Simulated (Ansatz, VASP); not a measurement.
**Two plane-wave programs on Ge**

```
CELL_PARAMETERS angstrom
3.14035 1.81308 5.70391
-3.14035 1.81308 5.70391
0.00000 -3.62616 5.70391
ATOMIC_POSITIONS crystal
Ge 0.16659 0.78471 0.89936
Ge 0.78471 0.89936 0.16659
Ge 0.89936 0.16659 0.78471
Ge 0.83341 0.21529 0.10064
Ge 0.21529 0.10064 0.83341
Ge 0.10064 0.83341 0.21529
Ge 0.50000 0.50000 0.50000
```

Alike in both runs: task relaxation of cell and atoms; functional PBE; k mesh 3 × 3 × 3; occupations gaussian, width 0.1 eV; no spin polarisation.

|  | VASP | Ansatz |
| --- | --- | --- |
| version | VASP 6.6.1 | Ansatz 0.2.0 |
| potentials or method | VASP PAW PBE potentials, release 64 (Ge_d), cutoff 600 eV | scalar-relativistic, plane waves, PAW |
| valence electrons in the cell | 98 | 98 |

```tsv
	VASP	Ansatz	Ansatz less VASP
gap on the k mesh at the Fermi level, each at its own relaxed structure (eV)	0.75	0.75	+0.003
relaxed volume (Å³/atom)	26.34	26.15	-0.195
relaxed length of the cell vector where the two differ most in proportion (Å)	7.134	7.128	-0.0066
```
